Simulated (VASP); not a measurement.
# GaN (I-4m2) in VASP: further runs

The runs below take GaN through single point, with r2SCAN.

Everything below comes from runs of VASP 6.6.1. Logs are shortened: lines on timing, memory, paths and dates and some standing lists are left out, and cuts for length are marked.

### Step 1. The cell of the first run

The structure is tetragonal, space group I-4m2 (No. 119). Conventional cell: a = 3.228 Å, b = 3.228 Å, c = 4.363 Å, α = 90.00°, β = 90.00°, γ = 90.00°. Within 2.6 Å of Ga (site symmetry -4m2) lie 4 N at 1.95 Å. Within 2.6 Å of N (site symmetry -4m2) lie 4 Ga at 1.95 Å.

### Step 2. Single point, r2SCAN (strain +0.015 along x and y, -0.030 along z)

File POSCAR:

```
GaN
1.0
    0.0000000000      2.2826708204      2.1814686658
    2.2826708204      0.0000000000      2.1814686658
    2.2826708204      2.2826708204      0.0000000000
Ga N
1 1
Direct
    0.0000000000      0.0000000000      0.0000000000
    0.7500000000      0.7500000000      0.7500000000
```

File INCAR.step1:

```
  PREC = Accurate
  ENCUT = 520
  ISMEAR = 0
  SIGMA = 0.05
  LREAL = F
  LASPH = T
  NELM = 100
  NBANDS = 16
  GGA = PE
  ALGO = Normal
  EDIFF = 1E-4
  LWAVE = T
  LCHARG = F
```

File INCAR.step2:

```
  PREC = Accurate
  ENCUT = 520
  EDIFF = 1E-7
  ISMEAR = 0
  SIGMA = 0.05
  LREAL = F
  LASPH = T
  NELM = 100
  ALGO = Normal
  ISIF = 2
  LWAVE = F
  LCHARG = T
  METAGGA = R2SCAN
  LMIXTAU = T
  LELF = T
  LVHAR = T
  NBANDS = 16
  ISTART = 1
```

File KPOINTS:

```
regular mesh
0
Gamma
  10 10 10
```

Potentials or basis: VASP PAW PBE potentials, release 64 (Ga_d, N).

Command:

```console
$ cat potpaw_PBE.64/Ga_d/POTCAR potpaw_PBE.64/N/POTCAR > POTCAR
$ cp INCAR.step1 INCAR
$ mpirun -np 1 vasp_std > vasp.out
$ cp INCAR.step2 INCAR
$ mpirun -np 1 vasp_std > vasp.out
```

OUTCAR:

```text
PREC = Accurate
   ENCUT = 520
   EDIFF = 1E-7
   ISMEAR = 0
   LREAL = F
   LASPH = T
   NELM = 100
   ISIF = 2
   METAGGA = R2SCAN
   ISTART = 1

 ion  position               nearest neighbor table
   1  0.000  0.000  0.000-   2 1.95   2 1.95   2 1.95   2 1.95
   2  0.750  0.750  0.750-   1 1.95   1 1.95   1 1.95   1 1.95

  LATTYP: Found a body centered tetragonal cell.
 ALAT       =     3.2281840326
 C/A-ratio  =     1.3515144389

  Lattice vectors:

 A1 = (   0.0000000000,  -2.2826708204,  -2.1814686658)
 A2 = (   0.0000000000,   2.2826708204,  -2.1814686658)
 A3 = (   2.2826708204,   0.0000000000,   2.1814686658)

Analysis of symmetry for initial positions (statically):
=====================================================================
 Subroutine PRICEL returns:
 Original cell was already a primitive cell.

 Routine SETGRP: Setting up the symmetry group for a
 body centered tetragonal supercell.

 Subroutine GETGRP returns: Found  8 space group operations
 (whereof  8 operations were pure point group operations)
 out of a pool of 16 trial point group operations.

The static configuration has the point symmetry D_2d.

Analysis of symmetry for dynamics (positions and initial velocities):
=====================================================================
 Subroutine PRICEL returns:
 Original cell was already a primitive cell.

 Routine SETGRP: Setting up the symmetry group for a
 body centered tetragonal supercell.

 Subroutine GETGRP returns: Found  8 space group operations
 (whereof  8 operations were pure point group operations)
 out of a pool of 16 trial point group operations.

The dynamic configuration has the point symmetry D_2d.

 Subroutine INISYM returns: Found  8 space group operations
 (whereof  8 operations are pure point group operations),
 and found     1 'primitive' translations

----------------------------------------------------------------------------------------

                                     Primitive cell

  volume of cell :      22.7335

  direct lattice vectors                    reciprocal lattice vectors
     0.000000000  2.282670820  2.181468666    -0.219041657  0.219041657  0.229203384
     2.282670820  0.000000000  2.181468666     0.219041657 -0.219041657  0.229203384
     2.282670820  2.282670820  0.000000000     0.219041657  0.219041657 -0.229203384

  length of vectors
     3.157434340  3.157434340  3.228184033     0.385347488  0.385347488  0.385347488

  position of ions in fractional coordinates (direct lattice)
     0.000000000  0.000000000  0.000000000
     0.750000000  0.750000000  0.750000000

  ion indices of the primitive-cell ions
   primitive index   ion index
                 1           1
                 2           2

----------------------------------------------------------------------------------------

 KPOINTS: regular mesh

Automatic generation of k-mesh.
 Grid dimensions read from file:
 generate k-points for:   10   10   10

 Generating k-lattice:

  Cartesian coordinates                     Fractional coordinates (reciprocal lattice)
    -0.021904166  0.021904166  0.022920338     0.100000000  0.000000000  0.000000000
     0.021904166 -0.021904166  0.022920338     0.000000000  0.100000000  0.000000000
     0.021904166  0.021904166 -0.022920338     0.000000000  0.000000000  0.100000000

  Length of vectors
     0.038534749  0.038534749  0.038534749

  Shift w.r.t. Gamma in fractional coordinates (k-lattice)
     0.000000000  0.000000000  0.000000000

 Subroutine IBZKPT returns following result:
 ===========================================

 Found    102 irreducible k-points:

 Following reciprocal coordinates:
            Coordinates               Weight
  0.000000  0.000000  0.000000      1.000000
  0.100000  0.000000  0.000000      8.000000
  0.200000  0.000000  0.000000      8.000000
  0.300000 -0.000000  0.000000      8.000000
  0.400000  0.000000  0.000000      8.000000
  0.500000  0.000000  0.000000      4.000000
[... 16 lines left out ...]
  0.300000  0.300000  0.000000      2.000000
  0.400000  0.300000  0.000000      8.000000
 [... further k-points ...]
   k-points           NKPTS =    102   k-points in BZ     NKDIM =    102   number of bands    NBANDS=     16
   number of dos      NEDOS =    301   number of ions     NIONS =      2
   total plane-waves  NPLWV =  13824
   dimension x,y,z NGX =    24 NGY =   24 NGZ =   24
   dimension x,y,z NGXF=    48 NGYF=   48 NGZF=   48
   ions per type =               1   1
   NGX,Y,Z   is equivalent  to a cutoff of  12.64, 12.64, 12.36 a.u.
   NGXF,Y,Z  is equivalent  to a cutoff of  25.27, 25.27, 24.72 a.u.
 SYSTEM =  unknown system
   PREC   = accura    normal or accurate (medium, high low for compatibility)
   ISTART =      1    job   : 0-new  1-cont  2-samecut
   ICHARG =      0    charge: 1-file 2-atom 10-const
   ISPIN  =      1    spin polarized calculation?
   LNONCOLLINEAR =      F non collinear calculations
   LSORBIT =      F    spin-orbit coupling
   LASPH  =      T    aspherical Exc in radial PAW
   ENCUT  =  520.0 eV  38.22 Ry    6.18 a.u.   5.87  5.87  6.00*2*pi/ulx,y,z
   NELM   =    100;   NELMIN=  2; NELMDL=  0     # of ELM steps
   EDIFF  = 0.1E-06   stopping-criterion for ELM
   LREAL  =      F    real-space projection
   EDIFFG = 0.1E-05   stopping-criterion for IOM
   NSW    =      0    number of steps for IOM
   IBRION =     -1    ionic relax: 0-MD 1-quasi-New 2-CG
   NFREE  =      0    steps in history (QN), initial steepest desc. (CG)
   ISIF   =      2    stress and relaxation
   ISYM   =      2    0-nonsym 1-usesym 2-fastsym
   POTIM  = 0.5000    time-step for ionic-motion
   TEBEG  =    0.0;   TEEND  =   0.0 temperature during run
   PSTRESS=    0.0 pullay stress
   NELECT =      18.0000    total number of electrons
   NUPDOWN=      -1.0000    fix difference up-down
   EMIN   =  10.00;   EMAX   =-10.00  energy-range for DOS
   EFERMI =   0.00;   METHOD = LEGACY
   ISMEAR =     0;   SIGMA  =   0.05  broadening in eV -4-tet -1-fermi 0-gaus
   EFERMI_NEDOS =   21; number of points for ismear=-14 and -15
   IALGO  =     38    algorithm
   IMIX   =      4    mixing-type and parameters
     AMIX     =   0.40;   BMIX     =  1.00
     AMIX_MAG =   1.60;   BMIX_MAG =  1.00
  volume/ion in A,a.u.               =      11.37        76.71
  Fermi-wavevector in a.u.,A,eV,Ry     =   1.514527  2.862042 31.208954  2.293793
  Thomas-Fermi vector in A             =   2.624173
   LORBIT       =      0    0 simple, 1 ext, 2 COOP (PROOUT), +10 PAW based schemes
   METAGGA = R2SCAN    functional components
   LHFCALC =     F    Hartree Fock is set to
   AEXX    =    0.0000 exact exchange contribution
   IVDW    =     0    specifies the selected vdW correction
   LEPSILON=     F    determine dielectric tensor
   LRPA    =     F    only Hartree local field effects (RPA)
 non-spin polarized calculation
 Gauss-broadening in eV      SIGMA  =   0.05
  energy-cutoff  :      520.00
  volume of cell :       22.73
 maximum number of plane-waves:       624
   NGX = 11   NGY = 11   NGZ = 13

 number of electron      18.0000004 magnetization

 Free energy of the ion-electron system (eV)
  ---------------------------------------------------
  ext. energy  EPLUGINS =         0.00000000
  ---------------------------------------------------
  free energy    TOTEN  =       -21.88447095 eV

  energy without entropy =      -21.88447095  energy(sigma->0) =      -21.88447095

 E-fermi :   5.5289     XC(G=0): -12.6766

 val. band max:        5.2197571570   @ k =   0.0000   0.0000   0.0000
 cond. band min:       7.2497176230   @ k =   0.0000   0.0000   0.0000
 fundamental gap:      2.0299604660
 Fermi energy:         5.5289122554

 k-point     1 :       0.0000    0.0000    0.0000
  band No.  band energies     occupation
      1     -11.6942      2.00000
      2      -8.7638      2.00000
      3      -8.7638      2.00000
      4      -8.7179      2.00000
      5      -8.3940      2.00000
      6      -8.3916      2.00000
[... 8 lines left out ...]
     15      24.3739      0.00000
     16      24.3739      0.00000

 k-point     2 :       0.1000    0.0000    0.0000
  band No.  band energies     occupation
      1     -11.5819      2.00000
      2      -8.7493      2.00000
      3      -8.7346      2.00000
      4      -8.6931      2.00000
      5      -8.3940      2.00000
      6      -8.3936      2.00000
[... 8 lines left out ...]
     15      23.1203      0.00000
     16      24.3346      0.00000

 k-point     3 :       0.2000    0.0000    0.0000
  band No.  band energies     occupation
      1     -11.2940      2.00000
      2      -8.7159      2.00000
      3      -8.6869      2.00000
      4      -8.5484      2.00000
      5      -8.3937      2.00000
      6      -8.3891      2.00000
[... 8 lines left out ...]
     15      22.3882      0.00000
     16      23.3593      0.00000

 k-point     4 :       0.3000   -0.0000    0.0000
  band No.  band energies     occupation
      1     -10.9708      2.00000
      2      -8.6856      2.00000
      3      -8.6529      2.00000
      4      -8.3916      2.00000
      5      -8.3706      2.00000
      6      -8.1678      2.00000
[... 8 lines left out ...]
     15      23.1808      0.00000
     16      23.4568      0.00000

 k-point     5 :       0.4000    0.0000    0.0000
  band No.  band energies     occupation
      1     -10.7578      2.00000
      2      -8.6715      2.00000
      3      -8.6367      2.00000
      4      -8.3721      2.00000
      5      -8.3441      2.00000
      6      -7.5992      2.00000
[... 8 lines left out ...]
     15      24.7927      0.00000
     16      24.8465      0.00000

 k-point     6 :       0.5000    0.0000    0.0000
  band No.  band energies     occupation
      1     -10.6909      2.00000
      2      -8.6684      2.00000
      3      -8.6331      2.00000
      4      -8.3624      2.00000
      5      -8.3314      2.00000
      6      -7.2632      2.00000
[... 8 lines left out ...]
     15      25.8978      0.00000
     16      25.9910      0.00000

 k-point     7 :       0.1000    0.1000    0.0000
  band No.  band energies     occupation
      1     -11.5375      2.00000
      2      -8.7363      2.00000
      3      -8.7362      2.00000
      4      -8.6834      2.00000
      5      -8.3987      2.00000
      6      -8.3848      2.00000
[... 8 lines left out ...]
     15      25.2171      0.00000
     16      25.2172      0.00000

 k-point     8 :       0.2000    0.1000    0.0000
  band No.  band energies     occupation
      1     -11.3044      2.00000
      2      -8.7014      2.00000
      3      -8.6997      2.00000
      4      -8.5926      2.00000
      5      -8.3898      2.00000
      6      -8.3745      2.00000
[... 8 lines left out ...]
     15      24.2973      0.00000
     16      24.4138      0.00000

 k-point     9 :       0.3000    0.1000    0.0000
  band No.  band energies     occupation
      1     -10.9968      2.00000
      2      -8.6668      2.00000
      3      -8.6633      2.00000
      4      -8.4665      2.00000
      5      -8.3570      2.00000
      6      -8.2034      2.00000
[... 8 lines left out ...]
     15      23.7437      0.00000
     16      24.5594      0.00000
[... 172 lines left out ...]
 k-point    19 :       0.5000    0.2000    0.0000
  band No.  band energies     occupation
      1     -10.5995      2.00000
      2      -8.6222      2.00000
      3      -8.5831      2.00000
      4      -8.4557      2.00000
      5      -8.3279      2.00000
      6      -7.1138      2.00000
[... 8 lines left out ...]
     15      26.6848      0.00000
     16      26.7905      0.00000

 k-point    20 :      -0.4000    0.2000    0.0000
  band No.  band energies     occupation
      1     -10.5948      2.00000
      2      -8.6243      2.00000
      3      -8.5892      2.00000
      4      -8.4207      2.00000
      5      -8.3535      2.00000
      6      -7.0427      2.00000
[... 8 lines left out ...]
     15      24.6836      0.00000
     16      26.7947      0.00000

 k-point    21 :      -0.3000    0.2000    0.0000
  band No.  band energies     occupation
      1     -10.6867      2.00000
      2      -8.6247      2.00000
      3      -8.6103      2.00000
      4      -8.4063      2.00000
      5      -8.3895      2.00000
      6      -7.5072      2.00000
[... 8 lines left out ...]
     15      22.9893      0.00000
     16      27.2101      0.00000

 k-point    22 :      -0.2000    0.2000    0.0000
  band No.  band energies     occupation
      1     -10.8803      2.00000
      2      -8.6515      2.00000
      3      -8.6313      2.00000
      4      -8.4083      2.00000
      5      -8.4078      2.00000
      6      -8.0368      2.00000
[... 8 lines left out ...]
     15      23.1365      0.00000
     16      27.1596      0.00000

 k-point    23 :       0.3000    0.3000    0.0000
  band No.  band energies     occupation
      1     -10.7501      2.00000
      2      -8.5900      2.00000
      3      -8.5586      2.00000
      4      -8.5586      2.00000
      5      -8.3312      2.00000
      6      -7.9039      2.00000
[... 8 lines left out ...]
     15      27.3535      0.00000
     16      28.4040      0.00000

 k-point    24 :       0.4000    0.3000    0.0000
  band No.  band energies     occupation
      1     -10.6106      2.00000
      2      -8.6085      2.00000
      3      -8.5197      2.00000
      4      -8.5154      2.00000
      5      -8.3184      2.00000
      6      -7.4666      2.00000
[... 8 lines left out ...]
     15      28.0719      0.00000
     16      28.3627      0.00000

 [... further k-points ...]
[... 5 lines left out ...]
  --------------------------------------------------------------------------------------
  -------------------------------------------------------------------------------------
  Total       -0.0888759     -0.0888759      0.6546268      0.0000000     -0.0000000      0.0000000
  in kB       -6.2636752     -6.2636752     46.1358777      0.0000000     -0.0000000      0.0000000
  external PRESSURE =      11.2028425 kB  Pullay stress =       0.0000000 kB

 VOLUME and BASIS-vectors are now :
 -----------------------------------------------------------------------------
  energy-cutoff  :      520.00
  volume of cell :       22.73
      direct lattice vectors                 reciprocal lattice vectors
     0.000000000  2.282670820  2.181468666    -0.219041657  0.219041657  0.229203384
     2.282670820  0.000000000  2.181468666     0.219041657 -0.219041657  0.229203384
     2.282670820  2.282670820  0.000000000     0.219041657  0.219041657 -0.229203384

 POSITION                                       TOTAL-FORCE (eV/Angst)
 -----------------------------------------------------------------------------------
      0.00000      0.00000      0.00000        -0.000000     -0.000000     -0.000000
      3.42401      3.42401      3.27220         0.000000      0.000000      0.000000
 -----------------------------------------------------------------------------------
    total drift:                               -0.000007     -0.000007     -0.000015

  FREE ENERGIE OF THE ION-ELECTRON SYSTEM (eV)
  ---------------------------------------------------
  free  energy   TOTEN  =       -21.8844709452 eV

  energy  without entropy=      -21.8844709452  energy(sigma->0) =      -21.88447095
```

It took 87 s on 1 thread of Intel Xeon Platinum 8488C (Sapphire Rapids), shared host; peak memory 0.17 GiB.

What came out:

- Free energy: -21.8845 eV
- Pressure: 1.1 GPa
- Band gap on the k mesh: 2.03 eV, direct

Levels at points of the mesh, in eV from the valence-band top:
| k point | band 6 | band 7 | band 8 | band 9 | band 10 | band 11 | band 12 | band 13 |
| --- | --- | --- | --- | --- | --- | --- | --- | --- |
| (0.00, 0.00, 0.00) | -13.61 | -0.19 | -0.19 | 0.00 | 2.03 | 10.84 | 10.98 | 10.98 |
| (0.50, 0.00, 0.00) | -12.48 | -7.32 | -1.30 | -0.97 | 5.03 | 9.36 | 10.57 | 11.33 |
| (0.50, 0.50, 0.00) | -11.95 | -6.04 | -3.16 | -3.16 | 3.46 | 6.64 | 12.96 | 14.72 |
| (0.50, 0.00, 0.50) | -12.18 | -6.54 | -2.82 | -2.79 | 3.75 | 7.41 | 12.27 | 14.41 |

Caveat: the cell differs from its parent crystal (strain +0.015 along x and y, -0.030 along z); the PAW data sets were made with another functional, which shifts forces and pressure a little.

### Step 3. Single point, r2SCAN (strain +0.030 along x and y, -0.030 along z)

File POSCAR:

```
GaN
1.0
    0.0000000000      2.3164048720      2.1814686658
    2.3164048720      0.0000000000      2.1814686658
    2.3164048720      2.3164048720      0.0000000000
Ga N
1 1
Direct
    0.0000000000      0.0000000000      0.0000000000
    0.7500000000      0.7500000000      0.7500000000
```

File INCAR.step1:

```
SYSTEM = GaN
PREC     = Accurate       ! precision mode
ENCUT    = 520            ! plane-wave cutoff, eV
ISMEAR   = 0              ! smearing method
SIGMA    = 0.05           ! smearing width, eV
LREAL    = .False.        ! projectors in reciprocal space
LASPH    = .True.         ! aspherical terms in the spheres
NELM     = 60             ! most SCF steps
NBANDS   = 16             ! bands
GGA      = PE             ! functional
ALGO     = Normal         ! electronic algorithm
EDIFF    = 1E-4           ! SCF threshold, eV
LWAVE    = .True.         ! write WAVECAR
LCHARG   = .False.        ! write CHGCAR
```

File INCAR.step2:

```
SYSTEM = GaN
PREC     = Accurate       ! precision mode
ENCUT    = 520            ! plane-wave cutoff, eV
EDIFF    = 1E-6           ! SCF threshold, eV
ISMEAR   = 0              ! smearing method
SIGMA    = 0.05           ! smearing width, eV
LREAL    = .False.        ! projectors in reciprocal space
LASPH    = .True.         ! aspherical terms in the spheres
NELM     = 60             ! most SCF steps
ALGO     = Normal         ! electronic algorithm
ISIF     = 2              ! what is computed and relaxed
LWAVE    = .False.        ! write WAVECAR
LCHARG   = .True.         ! write CHGCAR
METAGGA  = R2SCAN         ! meta-GGA
LMIXTAU  = .True.       
LELF     = .True.         ! ELF
LVHAR    = .True.       
NBANDS   = 16             ! bands
ISTART   = 1
```

File KPOINTS:

```
regular mesh
0
Gamma
  10 10 10
  0 0 0
```

Potentials or basis: VASP PAW PBE potentials, release 64 (Ga_d, N).

Command:

```console
$ cat potpaw_PBE.64/Ga_d/POTCAR potpaw_PBE.64/N/POTCAR > POTCAR
$ cp INCAR.step1 INCAR
$ mpirun -np 1 vasp_std > vasp.out
$ cp INCAR.step2 INCAR
$ mpirun -np 1 vasp_std > vasp.out
```

Wall time 1.8 min (1 thread of Intel Xeon Platinum 8488C (Sapphire Rapids), shared host); peak memory 0.17 GiB.

It converged, with:

```
Free energy            : -21.8690 eV
Pressure               : -4.5 GPa
Band gap on the k mesh : 1.79 eV, direct
```

Stress tensor (GPa, compression positive):
```
-6.75  0.00  0.00
 0.00 -6.75  0.00
 0.00  0.00  0.10
```

Levels at points of the mesh, in eV from the valence-band top:
| k point | band 7 | band 8 | band 9 | band 10 | band 11 | band 12 |
| --- | --- | --- | --- | --- | --- | --- |
| (0.00, 0.00, 0.00) | -0.25 | -0.25 | 0.00 | 1.79 | 10.59 | 10.78 |
| (0.50, 0.00, 0.00) | -7.16 | -1.34 | -0.92 | 4.75 | 9.17 | 10.28 |
| (0.50, 0.50, 0.00) | -5.85 | -3.16 | -3.16 | 3.38 | 6.27 | 12.82 |
| (0.50, 0.00, 0.50) | -6.49 | -2.72 | -2.68 | 3.74 | 7.27 | 11.94 |

Caveat: the cell differs from its parent crystal (strain +0.030 along x and y, -0.030 along z); the PAW data sets were made with another functional, which shifts forces and pressure a little.

(Continued in part 2 of 2.)
